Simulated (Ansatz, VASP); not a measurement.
# TaVN2: VASP beside Ansatz

```
Ta V N
1.0
     3.07007    0.00000    0.00000
     0.00000    3.07007    0.00000
     0.00000    0.00000    4.32451
Ta V N
1 1 2
Direct
  0.00000 0.00000 0.00000
  0.50000 0.50000 0.50000
  0.50000 0.50000 0.00000
  0.00000 0.00000 0.50000
```

Alike in both runs: task single point; functional LDA; k mesh 9 × 9 × 6; occupations fermi-dirac, width 0.05 eV; collinear spin.

|  | VASP | Ansatz |
| --- | --- | --- |
| version | VASP 6.6.1 | Ansatz 0.2.0 |
| potentials or method | VASP PAW LDA potentials, release 64 (Ta_pv, V_sv, N) | Ansatz PAW |
| plane-wave cutoff (eV) | 520 | 420 |
| valence electrons in the cell | 34 | 36 |

|  | VASP | Ansatz | Ansatz less VASP |
| --- | --- | --- | --- |
| gap on the k mesh at the Fermi level (eV) | none | none | - |
| pressure (GPa) | -23.4 | -24.4 | -0.96 |
| traceless stress, the component that is largest in VASP (GPa) | -1.73 | -1.62 | +0.115 |
| net moment per atom (μB) | 0.02 | 0.11 | +0.082 |
| size of the moment on the site where the two differ most (μB) | 0.09 | 0.35 | +0.262 |

LDA's correlation is that of Perdew and Zunger in VASP and of Perdew and Wang (1992) in Ansatz. Site moments also hang on the region over which each program counts them. A gap of «none» marks a metal or a gap that the smearing closes. VASP's potentials hold 34 valence electrons a cell and Ansatz's 36, so a difference there can come from the potentials and not from the codes.

Neither program's run includes spin-orbit coupling.
